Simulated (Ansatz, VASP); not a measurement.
**Pb in VASP and in Ansatz**

The input POSCAR:

```
Pb
1.0
    5.4876523734      0.0000000000      0.0000000000
   -2.7438261867      4.7524463625      0.0000000000
    0.0000000000      0.0000000000      3.3117048727
Pb
3
Direct
    1.0000000000      1.0000000000      0.0000000000
    0.3333333333      0.6666666667      0.5000000000
    0.6666666667      0.3333333333      0.5000000000
```

Contents of INCAR.step1:

```
SYSTEM = Pb
PREC = Accurate ; ENCUT = 520
ISMEAR = -1 ; SIGMA = 0.1
LREAL = .False. ; LASPH = .True.
NELM = 80 ; NBANDS = 28
GGA = PE ; ALGO = Normal
EDIFF = 1E-4 ; LWAVE = .True.
LCHARG = .False.
```

The input INCAR.step2:

```
SYSTEM = Pb
PREC = Accurate ; ENCUT = 520
EDIFF = 1E-6 ; ISMEAR = -1
SIGMA = 0.1 ; LREAL = .False.
LASPH = .True. ; NELM = 80
ALGO = Normal ; ISIF = 2
LWAVE = .False. ; LCHARG = .True.
METAGGA = R2SCAN ; LMIXTAU = .True.
LELF = .True. ; LVHAR = .True.
NBANDS = 28 ; ISTART = 1
```

Contents of KPOINTS:

```
Automatic mesh
0
Gamma
  7 7 10
  0 0 0
```

Input for Ansatz:

```yaml
crystal:
  lattice:
    - [5.4876523734, 0.0, 0.0]
    - [-2.7438261867, 4.7524463625, 0.0]
    - [0.0, 0.0, 3.3117048727]
  atoms:
    - { symbol: Pb, position: [1.0, 1.0, 0.0] }
    - { symbol: Pb, position: [0.3333333333, 0.6666666667, 0.5] }
    - { symbol: Pb, position: [0.6666666667, 0.3333333333, 0.5] }
hamiltonian:
  xc: r2scan
  pseudopotentials:
    kind: paw
    azcp:
      Pb: "pseudopotentials/Pb.paw.azcp"
basis:
  ecutwfc: 500
  fft_grid_basis: typed
kpoints:
  mp_grid: { grid: [7, 7, 10], shift: [0, 0, 0] }
magnetization:
  spin_polarized: false
scf:
  occupations: { method: fermi_dirac, width: 0.1 }
  lower_state_search: "off"
output:
  stress: true
```

Alike in both runs: task single point; functional r2SCAN; k mesh 7 × 7 × 10; occupations fermi-dirac, width 0.1 eV; no spin polarisation.

|  | VASP | Ansatz |
| --- | --- | --- |
| version | VASP 6.6.1 | Ansatz 0.2.0 |
| potentials or method | VASP PAW PBE potentials, release 64 (Pb_d), cutoff 520 eV | plane waves (500 eV) with PAW, scalar-relativistic |
| valence electrons in the cell | 42 | 42 |

VASP gave:

```
pressure (GPa)                                                : 4.5
traceless stress, the component that is largest in VASP (GPa) : -0.56
```

What did Ansatz give for the same quantities?

Pressure (GPa): 4.4; traceless stress, the component that is largest in VASP (GPa): -0.55.

VASP's potentials were made for PBE, not for r2SCAN.

Spin-orbit coupling is off throughout.
